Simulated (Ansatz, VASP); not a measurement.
**One calculation of HgH3, two programs**

```xyz
8
Lattice="0.0000 3.4340 3.4340 3.4340 0.0000 3.4340 3.4340 3.4340 0.0000" Properties=species:S:1:pos:R:3 pbc="T T T"
Hg    1.7170    1.7170    1.7170
Hg    5.1511    5.1511    5.1511
H     5.9265    3.4340    3.4340
H     0.9416    3.4340    3.4340
H     3.4340    5.9265    3.4340
H     3.4340    0.9416    3.4340
H     3.4340    3.4340    5.9265
H     3.4340    3.4340    0.9416
```

Alike in both runs: task relaxation of cell and atoms; functional PBE; k mesh 10 × 10 × 10; occupations gaussian, width 0.1 eV; no spin polarisation.

|  | VASP | Ansatz |
| --- | --- | --- |
| version | VASP 6.6.1 | Ansatz 0.2.0 |
| potentials or method | VASP PAW PBE potentials, release 64 (Hg, H), cutoff 600 eV | scalar-relativistic, plane waves, PAW |
| valence electrons in the cell | 30 | 46 |

Ansatz gave:

- gap on the k mesh at the Fermi level, each at its own relaxed structure (eV): none
- relaxed volume (Å³/atom): 10.41
- relaxed cell length with the largest relative difference (Å): 4.901

Question: What did VASP give for the same quantities?

Answer: gap on the k mesh at the Fermi level, each at its own relaxed structure (eV): none; relaxed volume (Å³/atom): 10.45; relaxed cell length with the largest relative difference (Å): 4.908.

A gap of «none» marks a metal or a gap that the smearing closes. VASP's potentials hold 30 valence electrons a cell and Ansatz's 46, so a difference there can come from the potentials and not from the codes.

Neither program's run includes spin-orbit coupling.
